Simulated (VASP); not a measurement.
# C (Fm-3m) in VASP: a series of runs, part 2 of 2

VASP 6.6.1. Earlier steps stand in the parts before.

## Step 3: Single point, PBE

INCAR

```
SYSTEM = C
ALGO = Normal
EDIFF = 1E-6
ENCUT = 520
GGA = PE
ISIF = 2
ISMEAR = -1
LASPH = .TRUE.
LCHARG = .TRUE.
LELF = .TRUE.
LREAL = .FALSE.
LVHAR = .TRUE.
LWAVE = .FALSE.
NBANDS = 8
NELM = 60
PREC = Accurate
SIGMA = 0.08
```

KPOINTS

```
k-points
0
G
  26 26 26
  0 0 0
```

POSCAR

```
C
1.0
    0.0000000000      1.3015298270      1.3015298270
    1.3015298270      0.0000000000      1.3015298270
    1.3015298270      1.3015298270      0.0000000000
C
1
Direct
    0.0000000000      0.0000000000      0.0000000000
```

Potentials or basis: VASP PAW PBE potentials, release 64 (C).

Started as:

```
> cat potpaw_PBE.64/C/POTCAR > POTCAR
> mpirun -np 1 vasp_std > vasp.out
```

OUTCAR:

```text
SYSTEM = C
   EDIFF = 1E-6
   ENCUT = 520
   GGA = PE
   ISIF = 2
   ISMEAR = -1
   LASPH = .TRUE.
   LREAL = .FALSE.
   NELM = 60
   PREC = Accurate

 ion  position               nearest neighbor table
   1  0.000  0.000  0.000-

  LATTYP: Found a face centered cubic cell.
 ALAT       =     2.6030596540

  Lattice vectors:

 A1 = (   0.0000000000,   1.3015298270,   1.3015298270)
 A2 = (   1.3015298270,   0.0000000000,   1.3015298270)
 A3 = (   1.3015298270,   1.3015298270,   0.0000000000)

Analysis of symmetry for initial positions (statically):
=====================================================================
 Subroutine PRICEL returns:
 Original cell was already a primitive cell.

 Routine SETGRP: Setting up the symmetry group for a
 face centered cubic supercell.

 Subroutine GETGRP returns: Found 48 space group operations
 (whereof 48 operations were pure point group operations)
 out of a pool of 48 trial point group operations.

The static configuration has the point symmetry O_h .

Analysis of symmetry for dynamics (positions and initial velocities):
=====================================================================
 Subroutine PRICEL returns:
 Original cell was already a primitive cell.

 Routine SETGRP: Setting up the symmetry group for a
 face centered cubic supercell.

 Subroutine GETGRP returns: Found 48 space group operations
 (whereof 48 operations were pure point group operations)
 out of a pool of 48 trial point group operations.

The dynamic configuration has the point symmetry O_h .

 Subroutine INISYM returns: Found 48 space group operations
 (whereof 48 operations are pure point group operations),
 and found     1 'primitive' translations

----------------------------------------------------------------------------------------

                                     Primitive cell

  volume of cell :       4.4095

  direct lattice vectors                    reciprocal lattice vectors
     0.000000000  1.301529827  1.301529827    -0.384163305  0.384163305  0.384163305
     1.301529827  0.000000000  1.301529827     0.384163305 -0.384163305  0.384163305
     1.301529827  1.301529827  0.000000000     0.384163305  0.384163305 -0.384163305

  length of vectors
     1.840641133  1.840641133  1.840641133     0.665390363  0.665390363  0.665390363

  position of ions in fractional coordinates (direct lattice)
     0.000000000  0.000000000  0.000000000

  ion indices of the primitive-cell ions
   primitive index   ion index
                 1           1

----------------------------------------------------------------------------------------

 KPOINTS: k-points

Automatic generation of k-mesh.
 Grid dimensions read from file:
 generate k-points for:   26   26   26

 Generating k-lattice:

  Cartesian coordinates                     Fractional coordinates (reciprocal lattice)
    -0.014775512  0.014775512  0.014775512     0.038461538  0.000000000  0.000000000
     0.014775512 -0.014775512  0.014775512     0.000000000  0.038461538  0.000000000
     0.014775512  0.014775512 -0.014775512     0.000000000  0.000000000  0.038461538

  Length of vectors
     0.025591937  0.025591937  0.025591937

  Shift w.r.t. Gamma in fractional coordinates (k-lattice)
     0.000000000  0.000000000  0.000000000

 Subroutine IBZKPT returns following result:
 ===========================================

 Found    511 irreducible k-points:

 Following reciprocal coordinates:
            Coordinates               Weight
  0.000000  0.000000  0.000000      1.000000
  0.038462  0.000000  0.000000      8.000000
  0.076923  0.000000  0.000000      8.000000
  0.115385  0.000000  0.000000      8.000000
  0.153846  0.000000  0.000000      8.000000
  0.192308  0.000000  0.000000      8.000000
[... 16 lines left out ...]
  0.346154  0.038462  0.000000     24.000000
  0.384615  0.038462  0.000000     24.000000
 [... further k-points ...]
   k-points           NKPTS =    511   k-points in BZ     NKDIM =    511   number of bands    NBANDS=      8
   number of dos      NEDOS =    301   number of ions     NIONS =      1
   total plane-waves  NPLWV =   2744
   dimension x,y,z NGX =    14 NGY =   14 NGZ =   14
   dimension x,y,z NGXF=    28 NGYF=   28 NGZF=   28
   ions per type =               1
   NGX,Y,Z   is equivalent  to a cutoff of  12.64, 12.64, 12.64 a.u.
   NGXF,Y,Z  is equivalent  to a cutoff of  25.29, 25.29, 25.29 a.u.
 SYSTEM =  C
   PREC   = accura    normal or accurate (medium, high low for compatibility)
   ISTART =      0    job   : 0-new  1-cont  2-samecut
   ICHARG =      2    charge: 1-file 2-atom 10-const
   ISPIN  =      1    spin polarized calculation?
   LNONCOLLINEAR =      F non collinear calculations
   LSORBIT =      F    spin-orbit coupling
   LASPH  =      T    aspherical Exc in radial PAW
   ENCUT  =  520.0 eV  38.22 Ry    6.18 a.u.   3.42  3.42  3.42*2*pi/ulx,y,z
   NELM   =     60;   NELMIN=  2; NELMDL= -5     # of ELM steps
   EDIFF  = 0.1E-05   stopping-criterion for ELM
   LREAL  =      F    real-space projection
   EDIFFG = 0.1E-04   stopping-criterion for IOM
   NSW    =      0    number of steps for IOM
   IBRION =     -1    ionic relax: 0-MD 1-quasi-New 2-CG
   NFREE  =      0    steps in history (QN), initial steepest desc. (CG)
   ISIF   =      2    stress and relaxation
   ISYM   =      2    0-nonsym 1-usesym 2-fastsym
   POTIM  = 0.5000    time-step for ionic-motion
   TEBEG  =    0.0;   TEEND  =   0.0 temperature during run
   PSTRESS=    0.0 pullay stress
   NELECT =       4.0000    total number of electrons
   NUPDOWN=      -1.0000    fix difference up-down
   EMIN   =  10.00;   EMAX   =-10.00  energy-range for DOS
   EFERMI =   0.00;   METHOD = LEGACY
   ISMEAR =    -1;   SIGMA  =   0.08  broadening in eV -4-tet -1-fermi 0-gaus
   EFERMI_NEDOS =   21; number of points for ismear=-14 and -15
   IALGO  =     38    algorithm
   IMIX   =      4    mixing-type and parameters
     AMIX     =   0.40;   BMIX     =  1.00
     AMIX_MAG =   1.60;   BMIX_MAG =  1.00
  volume/ion in A,a.u.               =       4.41        29.76
  Fermi-wavevector in a.u.,A,eV,Ry     =   1.584762  2.994766 34.170630  2.511470
  Thomas-Fermi vector in A             =   2.684330
   LORBIT       =      0    0 simple, 1 ext, 2 COOP (PROOUT), +10 PAW based schemes
   GGA     = PE    functional components
   LHFCALC =     F    Hartree Fock is set to
   AEXX    =    0.0000 exact exchange contribution
   IVDW    =     0    specifies the selected vdW correction
   LEPSILON=     F    determine dielectric tensor
   LRPA    =     F    only Hartree local field effects (RPA)
 non-spin polarized calculation
  energy-cutoff  :      520.00
  volume of cell :        4.41
 maximum number of plane-waves:       129
 NGX is ok and might be reduce to    14
   NGX =  7   NGY =  7   NGZ =  7

 number of electron       4.0000000 magnetization

 Free energy of the ion-electron system (eV)
  ---------------------------------------------------
  ext. energy  EPLUGINS =         0.00000000
  ---------------------------------------------------
  free energy    TOTEN  =        -3.49135079 eV

  energy without entropy =       -3.48568744  energy(sigma->0) =       -3.48851911

 E-fermi :  16.2827     XC(G=0): -15.2443

 val. band max:       16.2729575680   @ k =  -0.4615   0.3846   0.1154
 cond. band min:      16.2880709701   @ k =   0.5000   0.3077   0.0000
 fundamental gap:      0.0151134022
 Fermi energy:        16.2827129931

 k-point     1 :       0.0000    0.0000    0.0000
  band No.  band energies     occupation
      1     -10.9365      2.00000
      2      28.8439      0.00000
      3      28.8439      0.00000
      4      28.8439      0.00000
      5      53.6466      0.00000
      6      53.6466      0.00000
      7      53.6466      0.00000
      8      59.0242      0.00000

 k-point     2 :       0.0385    0.0000    0.0000
  band No.  band energies     occupation
      1     -10.8560      2.00000
      2      28.5407      0.00000
      3      28.7829      0.00000
      4      28.7829      0.00000
      5      52.6543      0.00000
      6      53.7999      0.00000
      7      53.7999      0.00000
      8      60.4402      0.00000
[... 221 lines left out ...]
 k-point    23 :       0.3462    0.0385    0.0000
  band No.  band energies     occupation
      1      -4.8562      2.00000
      2      12.9923      2.00000
      3      25.8568      0.00000
      4      26.6368      0.00000
      5      49.2872      0.00000
      6      50.5615      0.00000
      7      52.7201      0.00000
      8      56.3191      0.00000

 k-point    24 :       0.3846    0.0385    0.0000
  band No.  band energies     occupation
      1      -3.4193      2.00000
      2      10.5434      2.00000
      3      25.6978      0.00000
      4      26.3089      0.00000
      5      48.9468      0.00000
      6      50.7850      0.00000
      7      51.8161      0.00000
      8      55.6375      0.00000

 [... further k-points ...]
[... 5 lines left out ...]
  --------------------------------------------------------------------------------------
  -------------------------------------------------------------------------------------
  Total        5.2503716      5.2503716      5.2503716      0.0000000     -0.0000000     -0.0000000
  in kB     1907.6919753   1907.6919753   1907.6919753      0.0000000     -0.0000000     -0.0000000
  external PRESSURE =    1907.6919753 kB  Pullay stress =       0.0000000 kB

 VOLUME and BASIS-vectors are now :
 -----------------------------------------------------------------------------
  energy-cutoff  :      520.00
  volume of cell :        4.41
      direct lattice vectors                 reciprocal lattice vectors
     0.000000000  1.301529827  1.301529827    -0.384163305  0.384163305  0.384163305
     1.301529827  0.000000000  1.301529827     0.384163305 -0.384163305  0.384163305
     1.301529827  1.301529827  0.000000000     0.384163305  0.384163305 -0.384163305

 POSITION                                       TOTAL-FORCE (eV/Angst)
 -----------------------------------------------------------------------------------
      0.00000      0.00000      0.00000         0.000000     -0.000000      0.000000
 -----------------------------------------------------------------------------------
    total drift:                               -0.000000      0.000000     -0.000000

  FREE ENERGIE OF THE ION-ELECTRON SYSTEM (eV)
  ---------------------------------------------------
  free  energy   TOTEN  =        -3.4913507911 eV

  energy  without entropy=       -3.4856874381  energy(sigma->0) =       -3.48851911
```

OSZICAR:

```text
N       E                     dE             d eps       ncg     rms          rms(c)
DAV:   1    -0.231942156076E+01   -0.23194E+01   -0.28345E+03  9544   0.520E+02
DAV:   2    -0.349360169118E+01   -0.11742E+01   -0.11286E+01 10688   0.267E+01
DAV:   3    -0.349544144887E+01   -0.18398E-02   -0.18327E-02  9216   0.100E+00
DAV:   4    -0.349544163082E+01   -0.18195E-06   -0.18118E-06 11632   0.799E-03
DAV:   5    -0.349544162955E+01    0.12747E-08   -0.47065E-11  9416   0.262E-05    0.216E+00
DAV:   6    -0.349230250861E+01    0.31391E-02   -0.17794E-03  9448   0.315E-01    0.131E+00
DAV:   7    -0.349135888733E+01    0.94362E-03   -0.28010E-03  9808   0.416E-01    0.637E-02
DAV:   8    -0.349135094620E+01    0.79411E-05   -0.29064E-05  8776   0.406E-02    0.706E-03
DAV:   9    -0.349135079110E+01    0.15510E-06   -0.11640E-06  9384   0.812E-03
   1 F= -.34913508E+01 E0= -.34885191E+01  d E =-.566335E-02
```

stdout:

```text
POSCAR found type information on POSCAR C
 POSCAR found :  1 types and       1 ions
 scaLAPACK will be used
 LDA part: xc-table for (Slater+PW92), standard interpolation
 POSCAR, INCAR and KPOINTS ok, starting setup
 FFT: planning ... GRIDC
 FFT: planning ... GRID_SOFT
 FFT: planning ... GRID
 WAVECAR not read
 entering main loop
```

It took 3.7 s on 1 thread of Intel Xeon 6975P-C (Granite Rapids), shared host; peak memory 0.12 GiB.

Results:

```yaml
Free_energy: -3.4914 eV
Pressure: 190.8 GPa
Band_gap_on_the_k_mesh: zero (band 2 reaches 28.84 eV, above the bottom of band 3 at 12.45 eV)
```
